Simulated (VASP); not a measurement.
ZnO, 4 atoms in the cell. The structure is hexagonal, space group P6_3mc (No. 186). Conventional cell: a = 3.249 Å, b = 3.249 Å, c = 5.204 Å, α = 90.00°, β = 90.00°, γ = 120.00°. Zn (site symmetry 3m) has 4 O at 1.97 to 1.99 Å within 2.6 Å. O (site symmetry 3m) has 4 Zn at 1.97 to 1.99 Å within 2.6 Å. 

```yaml
Program: VASP 6.6.1
Task: single point
Functional: PBE
Potentials_or_basis: VASP PAW PBE potentials, release 64 (Zn, O_h)
Cutoff: 1340 eV
k_mesh: 7 × 7 × 4
Occupations: fermi-dirac, width 0.05 eV
Spin: no spin polarisation
Dipole_correction: no
Further_INCAR_settings: ALGO = Normal; EDIFF = 1e-06; NBANDS = 26
```

Potentials or basis: VASP PAW PBE potentials, release 64 (Zn, O_h).

Run with:

```sh
$ cat potpaw_PBE.64/Zn/POTCAR potpaw_PBE.64/O_h/POTCAR > POTCAR
$ mpirun -np 1 vasp_std > vasp.out
```

Hardware: 1 thread of Intel(R) Xeon(R) Platinum 8488C (Sapphire Rapids) (shared host).

Problem. How long does it take, and how much memory?

Solution. Wall time 110 s on 1 thread of Intel(R) Xeon(R) Platinum 8488C (Sapphire Rapids), on a shared host, peak memory 0.36 GiB. Counts: scf iterations 15, k points 24.
